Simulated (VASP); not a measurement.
# W (Im-3m) in VASP: a series of runs

W is run at these levels: PBE; tasks: single point.

Program: VASP 6.6.1. These are calculated values, not measurements. Logs are shortened: lines on timing, memory, paths and dates and some standing lists are left out, and cuts for length are marked.

### 1 The cell of the first run

Symmetry: Im-3m, No. 229, cubic system. Conventional cell: a = 3.307 Å, b = 3.307 Å, c = 3.307 Å, α = 90.00°, β = 90.00°, γ = 90.00°. W (site symmetry m-3m) has 14 W at 2.86 to 3.31 Å within 3.8 Å.

### 2 Single point, PBE (volume scaled by 1.12)

Contents of INCAR:

```
SYSTEM = W
PREC = Accurate
ENCUT = 520
EDIFF = 1E-6
ISMEAR = -1
SIGMA = 0.1
LREAL = .FALSE.
LASPH = .TRUE.
NELM = 80
ALGO = Normal
ISIF = 2
LWAVE = .FALSE.
LCHARG = .FALSE.
GGA = PE
NBANDS = 13
```

Contents of KPOINTS:

```
Automatic mesh
0
G
  23 23 23
  0 0 0
```

Contents of POSCAR:

```
W
1.0
   -1.6534690938      1.6534690938      1.6534690938
    1.6534690938     -1.6534690938      1.6534690938
    1.6534690938      1.6534690938     -1.6534690938
W
1
Direct
    0.0000000000      0.0000000000      0.0000000000
```

Potentials or basis: VASP PAW PBE potentials, release 64 (W_sv).

Launch:

```
$ cat potpaw_PBE.64/W_sv/POTCAR > POTCAR
$ mpirun -np 1 vasp_std > vasp.out
```

OUTCAR:

```text
SYSTEM = W
   PREC = Accurate
   ENCUT = 520
   EDIFF = 1E-6
   ISMEAR = -1
   LREAL = .FALSE.
   LASPH = .TRUE.
   NELM = 80
   ISIF = 2
   GGA = PE

 ion  position               nearest neighbor table
   1  0.000  0.000  0.000-

  LATTYP: Found a body centered cubic cell.
 ALAT       =     3.3069381876

  Lattice vectors:

 A1 = (  -1.6534690938,   1.6534690938,   1.6534690938)
 A2 = (   1.6534690938,  -1.6534690938,   1.6534690938)
 A3 = (   1.6534690938,   1.6534690938,  -1.6534690938)

Analysis of symmetry for initial positions (statically):
=====================================================================
 Subroutine PRICEL returns:
 Original cell was already a primitive cell.

 Routine SETGRP: Setting up the symmetry group for a
 body centered cubic supercell.

 Subroutine GETGRP returns: Found 48 space group operations
 (whereof 48 operations were pure point group operations)
 out of a pool of 48 trial point group operations.

The static configuration has the point symmetry O_h .

Analysis of symmetry for dynamics (positions and initial velocities):
=====================================================================
 Subroutine PRICEL returns:
 Original cell was already a primitive cell.

 Routine SETGRP: Setting up the symmetry group for a
 body centered cubic supercell.

 Subroutine GETGRP returns: Found 48 space group operations
 (whereof 48 operations were pure point group operations)
 out of a pool of 48 trial point group operations.

The dynamic configuration has the point symmetry O_h .

 Subroutine INISYM returns: Found 48 space group operations
 (whereof 48 operations are pure point group operations),
 and found     1 'primitive' translations

----------------------------------------------------------------------------------------

                                     Primitive cell

  volume of cell :      18.0821

  direct lattice vectors                    reciprocal lattice vectors
    -1.653469094  1.653469094  1.653469094     0.000000000  0.302394524  0.302394524
     1.653469094 -1.653469094  1.653469094     0.302394524  0.000000000  0.302394524
     1.653469094  1.653469094 -1.653469094     0.302394524  0.302394524  0.000000000

  length of vectors
     2.863892479  2.863892479  2.863892479     0.427650437  0.427650437  0.427650437

  position of ions in fractional coordinates (direct lattice)
     0.000000000  0.000000000  0.000000000

  ion indices of the primitive-cell ions
   primitive index   ion index
                 1           1

----------------------------------------------------------------------------------------

 KPOINTS: Automatic mesh

Automatic generation of k-mesh.
 Grid dimensions read from file:
 generate k-points for:   23   23   23

 Generating k-lattice:

  Cartesian coordinates                     Fractional coordinates (reciprocal lattice)
     0.000000000  0.013147588  0.013147588     0.043478261  0.000000000  0.000000000
     0.013147588  0.000000000  0.013147588     0.000000000  0.043478261  0.000000000
     0.013147588  0.013147588  0.000000000     0.000000000  0.000000000  0.043478261

  Length of vectors
     0.018593497  0.018593497  0.018593497

  Shift w.r.t. Gamma in fractional coordinates (k-lattice)
     0.000000000  0.000000000  0.000000000

 Subroutine IBZKPT returns following result:
 ===========================================

 Found    364 irreducible k-points:

 Following reciprocal coordinates:
            Coordinates               Weight
  0.000000  0.000000  0.000000      1.000000
  0.043478  0.000000  0.000000     12.000000
  0.086957  0.000000  0.000000     12.000000
  0.130435  0.000000  0.000000     12.000000
  0.173913  0.000000  0.000000     12.000000
  0.217391  0.000000  0.000000     12.000000
[... 16 lines left out ...]
  0.478261  0.043478  0.000000     24.000000
  0.086957  0.086957  0.000000     24.000000
 [... further k-points ...]
   k-points           NKPTS =    364   k-points in BZ     NKDIM =    364   number of bands    NBANDS=     13
   number of dos      NEDOS =    301   number of ions     NIONS =      1
   total plane-waves  NPLWV =  13824
   dimension x,y,z NGX =    24 NGY =   24 NGZ =   24
   dimension x,y,z NGXF=    48 NGYF=   48 NGZF=   48
   ions per type =               1
   NGX,Y,Z   is equivalent  to a cutoff of  13.93, 13.93, 13.93 a.u.
   NGXF,Y,Z  is equivalent  to a cutoff of  27.86, 27.86, 27.86 a.u.
 SYSTEM =  W
   PREC   = accura    normal or accurate (medium, high low for compatibility)
   ISTART =      0    job   : 0-new  1-cont  2-samecut
   ICHARG =      2    charge: 1-file 2-atom 10-const
   ISPIN  =      1    spin polarized calculation?
   LNONCOLLINEAR =      F non collinear calculations
   LSORBIT =      F    spin-orbit coupling
   LASPH  =      T    aspherical Exc in radial PAW
   ENCUT  =  520.0 eV  38.22 Ry    6.18 a.u.   5.32  5.32  5.32*2*pi/ulx,y,z
   NELM   =     80;   NELMIN=  2; NELMDL= -5     # of ELM steps
   EDIFF  = 0.1E-05   stopping-criterion for ELM
   LREAL  =      F    real-space projection
   EDIFFG = 0.1E-04   stopping-criterion for IOM
   NSW    =      0    number of steps for IOM
   IBRION =     -1    ionic relax: 0-MD 1-quasi-New 2-CG
   NFREE  =      0    steps in history (QN), initial steepest desc. (CG)
   ISIF   =      2    stress and relaxation
   ISYM   =      2    0-nonsym 1-usesym 2-fastsym
   POTIM  = 0.5000    time-step for ionic-motion
   TEBEG  =    0.0;   TEEND  =   0.0 temperature during run
   PSTRESS=    0.0 pullay stress
   NELECT =      14.0000    total number of electrons
   NUPDOWN=      -1.0000    fix difference up-down
   EMIN   =  10.00;   EMAX   =-10.00  energy-range for DOS
   EFERMI =   0.00;   METHOD = LEGACY
   ISMEAR =    -1;   SIGMA  =   0.10  broadening in eV -4-tet -1-fermi 0-gaus
   EFERMI_NEDOS =   21; number of points for ismear=-14 and -15
   IALGO  =     38    algorithm
   IMIX   =      4    mixing-type and parameters
     AMIX     =   0.40;   BMIX     =  1.00
     AMIX_MAG =   1.60;   BMIX_MAG =  1.00
  volume/ion in A,a.u.               =      18.08       122.02
  Fermi-wavevector in a.u.,A,eV,Ry     =   1.503262  2.840754 30.746412  2.259798
  Thomas-Fermi vector in A             =   2.614395
   LORBIT       =      0    0 simple, 1 ext, 2 COOP (PROOUT), +10 PAW based schemes
   GGA     = PE    functional components
   LHFCALC =     F    Hartree Fock is set to
   AEXX    =    0.0000 exact exchange contribution
   IVDW    =     0    specifies the selected vdW correction
   LEPSILON=     F    determine dielectric tensor
   LRPA    =     F    only Hartree local field effects (RPA)
 non-spin polarized calculation
  energy-cutoff  :      520.00
  volume of cell :       18.08
 maximum number of plane-waves:       496
 NGX is ok and might be reduce to    24
   NGX = 11   NGY = 11   NGZ = 11

 number of electron      14.0000003 magnetization

 Free energy of the ion-electron system (eV)
  ---------------------------------------------------
  ext. energy  EPLUGINS =         0.00000000
  ---------------------------------------------------
  free energy    TOTEN  =       -12.78614073 eV

  energy without entropy =      -12.77070953  energy(sigma->0) =      -12.77842513

 E-fermi :   9.6029     XC(G=0): -12.9106

 val. band max:        9.6003686559   @ k =  -0.1739   0.1739   0.1304
 cond. band min:       9.6363369786   @ k =   0.4348   0.0435   0.0435
 fundamental gap:      0.0359683227
 Fermi energy:         9.6028626219

 k-point     1 :       0.0000    0.0000    0.0000
  band No.  band energies     occupation
      1     -64.7476      2.00000
      2     -28.4633      2.00000
      3     -28.4633      2.00000
      4     -28.4633      2.00000
      5       0.7374      2.00000
      6       8.5959      1.99992
      7       8.5959      1.99992
      8       8.5959      1.99992
      9      11.5790      0.00000
     10      11.5790      0.00000
     11      23.8295      0.00000
     12      23.8295      0.00000
     13      23.8295      0.00000

 k-point     2 :       0.0435    0.0000    0.0000
  band No.  band energies     occupation
      1     -64.7462      2.00000
      2     -28.4795      2.00000
      3     -28.4685      2.00000
      4     -28.4633      2.00000
      5       0.8161      2.00000
      6       8.5500      1.99995
      7       8.5867      1.99992
      8       8.6700      1.99982
      9      11.5071      0.00000
     10      11.5800      0.00000
     11      23.8930      0.00000
     12      23.9637      0.00000
     13      24.0025      0.00000

 k-point     3 :       0.0870    0.0000    0.0000
  band No.  band energies     occupation
      1     -64.7423      2.00000
      2     -28.5266      2.00000
      3     -28.4838      2.00000
      4     -28.4634      2.00000
      5       1.0482      2.00000
      6       8.4187      1.99999
      7       8.5503      1.99995
      8       8.8910      1.99838
      9      11.3277      0.00000
     10      11.5853      0.00000
     11      24.0610      0.00000
     12      24.3592      0.00000
     13      24.4675      0.00000

 k-point     4 :       0.1304    0.0000    0.0000
  band No.  band energies     occupation
      1     -64.7360      2.00000
      2     -28.6007      2.00000
      3     -28.5080      2.00000
      4     -28.4635      2.00000
      5       1.4203      2.00000
      6       8.2193      2.00000
      7       8.4655      1.99998
      8       9.2543      1.94055
      9      11.1287      0.00000
     10      11.6000      0.00000
     11      24.2547      0.00000
     12      24.9962      0.00000
     13      25.0548      0.00000

 k-point     5 :       0.1739    0.0000    0.0000
  band No.  band energies     occupation
      1     -64.7278      2.00000
      2     -28.6954      2.00000
      3     -28.5390      2.00000
      4     -28.4636      2.00000
      5       1.9078      2.00000
      6       7.9751      2.00000
      7       8.3202      1.99999
      8       9.7522      0.36685
      9      11.0001      0.00000
     10      11.6306      0.00000
     11      24.3188      0.00000
     12      25.4275      0.00000
     13      25.8471      0.00000
[... 257 lines left out ...]
 k-point    22 :       0.4348    0.0435    0.0000
  band No.  band energies     occupation
      1     -64.6750      2.00000
      2     -29.2687      2.00000
      3     -28.7377      2.00000
      4     -28.4711      2.00000
      5       4.2151      2.00000
      6       6.6874      2.00000
      7       9.5767      1.13012
      8      11.4282      0.00000
      9      12.2758      0.00000
     10      14.5645      0.00000
     11      18.9367      0.00000
     12      20.9851      0.00000
     13      24.9382      0.00000

 k-point    23 :       0.4783    0.0435    0.0000
  band No.  band energies     occupation
      1     -64.6736      2.00000
      2     -29.2829      2.00000
      3     -28.7429      2.00000
      4     -28.4712      2.00000
      5       4.2202      2.00000
      6       6.6586      2.00000
      7       9.8109      0.22200
      8      11.3871      0.00000
      9      12.3165      0.00000
     10      14.7734      0.00000
     11      18.6541      0.00000
     12      20.8683      0.00000
     13      24.6493      0.00000

 k-point    24 :       0.0870    0.0870    0.0000
  band No.  band energies     occupation
      1     -64.7324      2.00000
      2     -28.6432      2.00000
      3     -28.5060      2.00000
      4     -28.4788      2.00000
      5       1.6376      2.00000
      6       8.1882      2.00000
      7       8.2938      2.00000
      8       9.5160      1.40908
      9      10.9752      0.00000
     10      11.6760      0.00000
     11      24.4949      0.00000
     12      25.1117      0.00000
     13      25.3514      0.00000

 [... further k-points ...]

------------------------ aborting loop because EDIFF is reached ----------------------------------------

  FORCE on cell =-STRESS in cart. coord.  units (eV):
  Direction    XX          YY          ZZ          XY          YZ          ZX
  --------------------------------------------------------------------------------------
  -------------------------------------------------------------------------------------
  Total       -3.0387585     -3.0387585     -3.0387585      0.0000000      0.0000000      0.0000000
  in kB     -269.2517502   -269.2517502   -269.2517502      0.0000000      0.0000000      0.0000000
  external PRESSURE =    -269.2517502 kB  Pullay stress =       0.0000000 kB

 VOLUME and BASIS-vectors are now :
 -----------------------------------------------------------------------------
  energy-cutoff  :      520.00
  volume of cell :       18.08
      direct lattice vectors                 reciprocal lattice vectors
    -1.653469094  1.653469094  1.653469094     0.000000000  0.302394524  0.302394524
     1.653469094 -1.653469094  1.653469094     0.302394524  0.000000000  0.302394524
     1.653469094  1.653469094 -1.653469094     0.302394524  0.302394524  0.000000000

 POSITION                                       TOTAL-FORCE (eV/Angst)
 -----------------------------------------------------------------------------------
      0.00000      0.00000      0.00000         0.000000     -0.000000     -0.000000
 -----------------------------------------------------------------------------------
    total drift:                                0.000000     -0.000000      0.000000

  FREE ENERGIE OF THE ION-ELECTRON SYSTEM (eV)
  ---------------------------------------------------
  free  energy   TOTEN  =       -12.7861407332 eV

  energy  without entropy=      -12.7707095315  energy(sigma->0) =      -12.77842513
```

Run time: 98 s. Hardware: 1 thread of AMD EPYC 7R13, shared host; peak memory 0.17 GiB.

What came out:

| Item | Value |
| --- | --- |
| Free energy | -12.7861 eV |
| Pressure | -26.9 GPa |
| Band gap on the k mesh | zero (band 7 reaches 13.71 eV, above the bottom of band 8 at 8.60 eV) |

Levels at points of the mesh, in eV from the Fermi level:
```csv
k point,band 4,band 5,band 6,band 7,band 8,band 9,band 10,band 11
"(0.00, 0.00, 0.00)",-38.07,-8.87,-1.01,-1.01,-1.01,1.98,1.98,14.23
```

Caveat: spin-orbit coupling is left out, which moves the levels of the heavy elements.

(Part 1 of 3 ends here.)
